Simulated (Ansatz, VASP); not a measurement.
# W in VASP and in Ansatz

File POSCAR:

```
W
1.0
    5.2161444915      0.0000000000      0.0000000000
    0.0000000000      5.2161444915      0.0000000000
    0.0000000000      0.0000000000      5.2161444915
W
8
Direct
    0.0000000000      0.0000000000      0.0000000000
    0.5000000000      0.5000000000      0.5000000000
    0.0000000000      0.5000000000      0.2500000000
    0.0000000000      0.5000000000      0.7500000000
    0.2500000000      0.0000000000      0.5000000000
    0.7500000000      0.0000000000      0.5000000000
    0.5000000000      0.7500000000      0.0000000000
    0.5000000000      0.2500000000      0.0000000000
```

Contents of INCAR.step1:

```
PREC = Accurate ; ENCUT = 520
ISMEAR = 0 ; SIGMA = 0.1
LREAL = False ; LASPH = True
NELM = 80 ; NBANDS = 66
GGA = PE ; ALGO = Normal
EDIFF = 1E-4 ; LWAVE = True
LCHARG = False
```

Contents of INCAR.step2:

```
PREC = Accurate ; ENCUT = 520
EDIFF = 1E-6 ; ISMEAR = 0
SIGMA = 0.1 ; LREAL = False
LASPH = True ; NELM = 80
ALGO = Normal ; ISIF = 2
LWAVE = False ; LCHARG = True
METAGGA = R2SCAN ; LMIXTAU = True
LELF = True ; LVHAR = True
NBANDS = 66 ; ISTART = 1
```

Contents of KPOINTS:

```
Automatic mesh
0
Gamma
  8 8 8
```

Input for Ansatz:

```yaml
crystal:
  lattice:
    - [5.2161444915, 0.0, 0.0]
    - [0.0, 5.2161444915, 0.0]
    - [0.0, 0.0, 5.2161444915]
  atoms:
    - { symbol: W, position: [0.0, 0.0, 0.0] }
    - { symbol: W, position: [0.5, 0.5, 0.5] }
    - { symbol: W, position: [0.0, 0.5, 0.25] }
    - { symbol: W, position: [0.0, 0.5, 0.75] }
    - { symbol: W, position: [0.25, 0.0, 0.5] }
    - { symbol: W, position: [0.75, 0.0, 0.5] }
    - { symbol: W, position: [0.5, 0.75, 0.0] }
    - { symbol: W, position: [0.5, 0.25, 0.0] }
basis:
  ecutwfc: 500
kpoints:
  mp_grid: { grid: [8, 8, 8] }
hamiltonian:
  xc: r2scan
scf:
  occupations: { method: gaussian, width: 0.1 }
output:
  forces: true
  stress: true
  eigenvalues: true
```

Alike in both runs: task single point; functional r2SCAN; k mesh 8 × 8 × 8; occupations gaussian, width 0.1 eV; no spin polarisation.

|  | VASP | Ansatz |
| --- | --- | --- |
| version | VASP 6.6.1 | Ansatz 0.2.0 |
| potentials or method | VASP PAW PBE potentials, release 64 (W_sv), cutoff 520 eV | scalar-relativistic, plane waves, PAW |
| valence electrons in the cell | 112 | 112 |

VASP gave:

* gap on the k mesh at the Fermi level (eV): none
* pressure (GPa): -23.8

Which values does Ansatz return?

gap on the k mesh at the Fermi level (eV): none; pressure (GPa): -24.5.

VASP's potentials were made for PBE, not for r2SCAN. A gap of «none» marks a metal or a gap that the smearing closes. With one functional, cell and mesh, what is left measures potentials, basis and numerics.

Neither program's run includes spin-orbit coupling.
